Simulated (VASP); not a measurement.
Write the native input for VASP 6.6.1 that does the following.

* Task: single point
* Functional: LDA
* Potentials or basis: VASP PAW LDA potentials, release 64 (Zr_sv, B)
* Cutoff: 520 eV
* k mesh: 10 × 10 × 10
* Occupations: fermi-dirac, width 0.05 eV
* Spin: no spin polarisation
* Dipole correction: no
* Further INCAR settings: ALGO = Normal; EDIFF = 1e-07; NBANDS = 14

The structure of ZrB lies in POSCAR:

```
ZrB
1.0
    0.0000000000      2.3403977997      2.3403977997
    2.3403977997      0.0000000000      2.3403977997
    2.3403977997      2.3403977997      0.0000000000
Zr B
1 1
Direct
    0.0000000000      0.0000000000      0.0000000000
    0.5000000000      0.5000000000      0.5000000000
```

One way to write it, as run:

INCAR

```
PREC = Accurate
ENCUT = 520
EDIFF = 1E-7
ISMEAR = -1
SIGMA = 0.05
LREAL = False
LASPH = True
NELM = 80
ALGO = Normal
ISIF = 2
LWAVE = False
LCHARG = False
NBANDS = 14
```

KPOINTS

```
Automatic mesh
0
Gamma
  10 10 10
```

Potentials or basis: VASP PAW LDA potentials, release 64 (Zr_sv, B).

Command:

```bash
$ cat potpaw_LDA.64/Zr_sv/POTCAR potpaw_LDA.64/B/POTCAR > POTCAR
$ mpirun -np 1 vasp_std > vasp.out
```

It gave:

* Pressure: 20.4 GPa

Run time: 8.6 s on 1 thread of Intel(R) Xeon(R) 6975P-C (Granite Rapids) (shared host), peak memory 0.15 GiB.
